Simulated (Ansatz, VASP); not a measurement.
**Sc2In: VASP beside Ansatz**

File INCAR:

```
SYSTEM = Sc2In
PREC = Accurate
ENCUT = 520
EDIFF = 1E-6
ISMEAR = 1
SIGMA = 0.1
LREAL = .False.
LASPH = .True.
NELM = 100
ALGO = Normal
ISIF = 2
LWAVE = .False.
LCHARG = .False.
NBANDS = 44
```

Contents of KPOINTS:

```
regular mesh
0
Gamma
  5 5 4
  0 0 0
```

The input POSCAR:

```
Sc2In
1.0
    5.0874783953      0.0000000000      0.0000000000
   -2.5437391976      4.4058853132      0.0000000000
    0.0000000000      0.0000000000      6.3577944251
Sc In
4 2
Direct
    0.0000000000      0.0000000000      0.0000000000
    0.0000000000      0.0000000000      0.5000000000
    0.3333333333      0.6666666667      0.7500000000
    0.6666666667      0.3333333333      0.2500000000
    0.3333333333      0.6666666667      0.2500000000
    0.6666666667      0.3333333333      0.7500000000
```

Input for Ansatz:

```yaml
crystal:
  lattice:
    - [5.087478395259289, 0.0, 0.0]
    - [-2.5437391976296446, 4.405885313189613, 0.0]
    - [0.0, 0.0, 6.357794425093016]
  atoms:
    - { symbol: Sc, position: [0.0, 0.0, 0.0] }
    - { symbol: Sc, position: [0.0, 0.0, 0.5] }
    - { symbol: Sc, position: [0.3333333333333333, 0.6666666666666666, 0.75] }
    - { symbol: Sc, position: [0.6666666666666666, 0.3333333333333333, 0.25] }
    - { symbol: In, position: [0.3333333333333333, 0.6666666666666666, 0.25] }
    - { symbol: In, position: [0.6666666666666666, 0.3333333333333333, 0.75] }
basis:
  ecutwfc: 500.0
kpoints:
  mp_grid:
    grid: [5, 5, 4]
hamiltonian:
  xc: lda
scf:
  occupations:
    method: cold
    width: 0.1
output:
  stress: true
```

Alike in both runs: task single point; functional LDA; k mesh 5 × 5 × 4; no spin polarisation.

|  | VASP | Ansatz |
| --- | --- | --- |
| version | VASP 6.6.1 | Ansatz 0.2.0 |
| potentials or method | VASP PAW LDA potentials, release 64 (Sc_sv, In_d), cutoff 520 eV | plane waves, PAW |
| occupations | methfessel-paxton of order 1, width 0.1 eV | cold, width 0.1 eV |
| valence electrons in the cell | 70 | 70 |

Ansatz gave:

| Item | Value |
| --- | --- |
| pressure (GPa) | -6.6 |
| traceless stress, the component that is largest in VASP (GPa) | 0.16 |

Estimate VASP's values.

pressure (GPa): -6.5; traceless stress, the component that is largest in VASP (GPa): 0.11.

LDA's correlation is that of Perdew and Zunger in VASP and of Perdew and Wang (1992) in Ansatz.
